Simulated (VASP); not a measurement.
Wanted: the native input for a VASP 6.6.1 run.

```
Task                   : relaxation of the atoms
Functional             : LDA
Potentials or basis    : VASP PAW LDA potentials, release 64 (Al, N)
Cutoff                 : 520 eV
k mesh                 : 9 × 9 × 6
Occupations            : gaussian, width 0.05 eV
Spin                   : no spin polarisation
Dipole correction      : no
Further INCAR settings : ALGO = Normal; EDIFF = 1e-06; IBRION = 2; EDIFFG = -0.01; NSW = 50
```

The structure of AlN lies in POSCAR:

```
AlN
1.0
    3.0577000000      0.0000000000      0.0000000000
   -1.5288500000      2.6480458772      0.0000000000
    0.0000000000      0.0000000000      5.3391000000
Al N
2 2
Direct
    0.3333333333      0.6666666667      0.0015210172
    0.6666666667      0.3333333333      0.5015210172
    0.3333333333      0.6666666667      0.3834789828
    0.6666666667      0.3333333333      0.8834789828
```

One way to write it, as run:

INCAR

```
  PREC = Accurate
  ENCUT = 520
  EDIFF = 1E-6
  ISMEAR = 0
  SIGMA = 0.05
  LREAL = False
  LASPH = True
  NELM = 60
  ALGO = Normal
  ISIF = 2
  LWAVE = False
  LCHARG = False
  IBRION = 2
  NSW = 50
  EDIFFG = -0.01
```

KPOINTS

```
Automatic mesh
0
Gamma
  9 9 6
```

Potentials or basis: VASP PAW LDA potentials, release 64 (Al, N).

Launch:

```console
$ cat potpaw_LDA.64/Al/POTCAR potpaw_LDA.64/N/POTCAR > POTCAR
$ mpirun -np 1 vasp_std > vasp.out
```

Results of the run:

```yaml
Energy_gained_by_relaxing: 8.0 meV/atom
Ionic_steps: 3
Pressure_after_relaxing: -9.3 GPa
Band_gap_on_the_k_mesh: 3.64 eV, direct
```

It took 24 s on 1 thread of Intel Xeon 6975P-C, with other jobs on the host, peak memory 0.15 GiB.
